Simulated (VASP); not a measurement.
## Sb: relaxation of shape and atoms at fixed volume with PBE

Crystal: Sb.

```
CELL_PARAMETERS angstrom
2.20947 1.27564 3.88092
-2.20947 1.27564 3.88092
0.00000 -2.55127 3.88092
ATOMIC_POSITIONS crystal
Sb 0.23275 0.23275 0.23275
Sb 0.76725 0.76725 0.76725
```

This cell differs from its parent crystal: volume scaled by 1.03.

```
Program                : VASP 6.6.1
Task                   : relaxation of shape and atoms at fixed volume
Functional             : PBE
Potentials or basis    : VASP PAW PBE potentials, release 64 (Sb)
Cutoff                 : 600 eV
k mesh                 : 12 × 12 × 12
Occupations            : gaussian, width 0.1 eV
Spin                   : no spin polarisation
Dipole correction      : no
Further INCAR settings : ALGO = Normal; EDIFF = 1e-06; IBRION = 2; EDIFFG = -0.01; NSW = 50; ISIF = 4
```

The energy gained by relaxing is 1.1 meV/atom, the ionic steps are 6 and the pressure after relaxing is -0.9 GPa. The band gap on the k mesh is zero (band 5 reaches 6.22 eV, above the bottom of band 6 at 6.07 eV).

Step by step:
```tsv
step	energy change (eV)	largest force (eV/Å)	pressure (GPa)	volume (Å³)
1	0.0000	0.1088	-1.36	65.63
2	-0.0011	0.0660	-1.23	65.63
3	-0.0020	0.0080	-0.98	65.63
4	-0.0020	0.0180	-0.94	65.63
5	-0.0022	0.0083	-0.92	65.63
6	-0.0022	0.0005	-0.90	65.63
```

Final structure:
```
Sb
1.0
     2.19846    1.26928    3.91987
    -2.19846    1.26928    3.91987
     0.00000   -2.53856    3.91987
Sb
2
Direct
  0.23149 0.23149 0.23149
  0.76851 0.76851 0.76851
```

Levels at points of the mesh, in eV from the Fermi level:
| k point | band 1 | band 2 | band 3 | band 4 | band 5 | band 6 | band 7 | band 8 | band 9 |
| --- | --- | --- | --- | --- | --- | --- | --- | --- | --- |
| (0.00, 0.00, 0.00) | -12.10 | -5.15 | -1.87 | -1.57 | -1.57 | 1.88 | 2.55 | 2.55 | 5.34 |
| (0.50, 0.00, 0.00) | -9.99 | -9.20 | -1.85 | -1.80 | -0.22 | -0.17 | 0.31 | 0.82 | 7.34 |
| (0.50, 0.50, 0.00) | -10.02 | -7.93 | -4.85 | -3.33 | -3.24 | 1.72 | 4.55 | 5.33 | 6.25 |
| (0.50, 0.50, 0.50) | -10.88 | -8.47 | -1.18 | -1.18 | -0.52 | 0.43 | 0.43 | 1.19 | 6.71 |

Run time: 2.4 min on 1 thread of Intel(R) Xeon(R) 6975P-C (Granite Rapids) (shared host), peak memory 0.33 GiB.

Caveat: the cell differs from its parent crystal (volume scaled by 1.03); spin-orbit coupling is left out, which moves the levels of the heavy elements.
